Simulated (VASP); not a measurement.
B5C, 6 atoms in the cell. The structure is hexagonal, space group P6/mmm (No. 191). Conventional cell: a = 4.102 Å, b = 4.102 Å, c = 2.859 Å, α = 90.00°, β = 90.00°, γ = 120.00°. Within 2.5 Å of B (site symmetry -6m2) lie 9 B at 1.86 to 2.37 Å and 3 C at 2.37 Å. Within 2.5 Å of B (site symmetry mmm) lie 8 B at 1.86 to 2.05 Å and 4 C at 2.50 Å. Within 3.1 Å of C (site symmetry 6/mmm) lie 18 B at 2.37 to 2.50 Å and 2 C at 2.86 Å. The cell was generated, and may not be a known phase.

| Quantity | Value |
| --- | --- |
| Program | VASP 6.6.1 |
| Task | single point |
| Functional | PBE |
| Potentials or basis | VASP PAW PBE potentials, release 64 (B, C) |
| Cutoff | 520 eV |
| k mesh | 6 × 6 × 6 |
| Occupations | gaussian, width 0.1 eV |
| Spin | collinear spin |
| Starting moments | [0.0, 0.0, 0.0, 0.0, 0.0, 1.0] μB |
| Dipole correction | no |
| Further INCAR settings | ALGO = Normal; EDIFF = 1e-06; NBANDS = 22 |

Potentials or basis: VASP PAW PBE potentials, release 64 (B, C).

The run is started by

```sh
$ cat potpaw_PBE.64/B/POTCAR potpaw_PBE.64/C/POTCAR > POTCAR
$ mpirun -np 1 vasp_std > vasp.out
```

Hardware: 1 thread of Intel Xeon 8259CL (shared host).

Question: How long does it take, and how much memory?

Answer: Run time: 71 s on 1 thread of Intel Xeon 8259CL, on a shared host, peak memory 0.19 GiB. Counts: scf iterations 13, k points 28.
